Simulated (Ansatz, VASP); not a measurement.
Au: VASP beside Ansatz

Contents of POSCAR:

```
Au
1.0
   -1.5744055500      1.5744055500      1.5744055500
    1.5744055500     -1.5744055500      1.5744055500
    1.5744055500      1.5744055500     -1.5744055500
Au
1
Direct
    0.0000000000      0.0000000000      0.0000000000
```

File INCAR.step1:

```
SYSTEM = Au
PREC     = Accurate       ! precision mode
ENCUT    = 520            ! plane-wave cutoff, eV
ISMEAR   = 0              ! smearing method
SIGMA    = 0.15           ! smearing width, eV
LREAL    = .False.        ! projectors in reciprocal space
LASPH    = .True.         ! aspherical terms in the spheres
NELM     = 60             ! most SCF steps
NBANDS   = 12             ! bands
GGA      = PE             ! functional
ALGO     = Normal         ! electronic algorithm
EDIFF    = 1E-4           ! SCF threshold, eV
LWAVE    = .True.         ! write WAVECAR
LCHARG   = .False.        ! write CHGCAR
```

The input INCAR.step2:

```
SYSTEM = Au
PREC     = Accurate       ! precision mode
ENCUT    = 520            ! plane-wave cutoff, eV
EDIFF    = 1E-6           ! SCF threshold, eV
ISMEAR   = 0              ! smearing method
SIGMA    = 0.15           ! smearing width, eV
LREAL    = .False.        ! projectors in reciprocal space
LASPH    = .True.         ! aspherical terms in the spheres
NELM     = 60             ! most SCF steps
ALGO     = Normal         ! electronic algorithm
ISIF     = 2              ! what is computed and relaxed
LWAVE    = .False.        ! write WAVECAR
LCHARG   = .False.        ! write CHGCAR
METAGGA  = R2SCAN         ! meta-GGA
LMIXTAU  = .True.       
NBANDS   = 12             ! bands
ISTART   = 1
```

KPOINTS

```
Automatic mesh
0
Gamma
  20 20 20
  0 0 0
```

Input for Ansatz:

```yaml
crystal:
  lattice:
    - [-1.57440555, 1.57440555, 1.57440555]
    - [1.57440555, -1.57440555, 1.57440555]
    - [1.57440555, 1.57440555, -1.57440555]
  atoms:
    - { symbol: Au, position: [0.0, 0.0, 0.0] }
basis:
  ecutwfc: 500
kpoints:
  mp_grid: { grid: [20, 20, 20] }
hamiltonian:
  xc: r2scan
scf:
  occupations: { method: gaussian, width: 0.15 }
output:
  forces: true
  stress: true
  eigenvalues: true
  write_density: true
  write_potential: true
  elf: true
  volumetric_format: npy
```

Change from the starting cell: strain -0.050 along x and y, -0.050 along z, atoms carried along.

Alike in both runs: task single point; functional r2SCAN; k mesh 20 × 20 × 20; occupations gaussian, width 0.15 eV; no spin polarisation.

|  | VASP | Ansatz |
| --- | --- | --- |
| version | VASP 6.6.1 | Ansatz 0.2.0 |
| potentials or method | VASP PAW PBE potentials, release 64 (Au), cutoff 520 eV | scalar-relativistic, plane waves, PAW |
| valence electrons in the cell | 11 | 19 |

Ansatz gave:

| Quantity | Value |
| --- | --- |
| gap on the k mesh at the Fermi level (eV) | none |
| pressure (GPa) | 25.7 |

Problem. Which values does VASP return?

Solution. gap on the k mesh at the Fermi level (eV): none; pressure (GPa): 26.4.

VASP's potentials were made for PBE, not for r2SCAN. A gap of «none» marks a metal or a gap that the smearing closes. With one functional, cell and mesh, what is left measures potentials, basis and numerics. VASP's potentials hold 11 valence electrons a cell and Ansatz's 19, so a difference there can come from the potentials and not from the codes.

Neither program's run includes spin-orbit coupling.
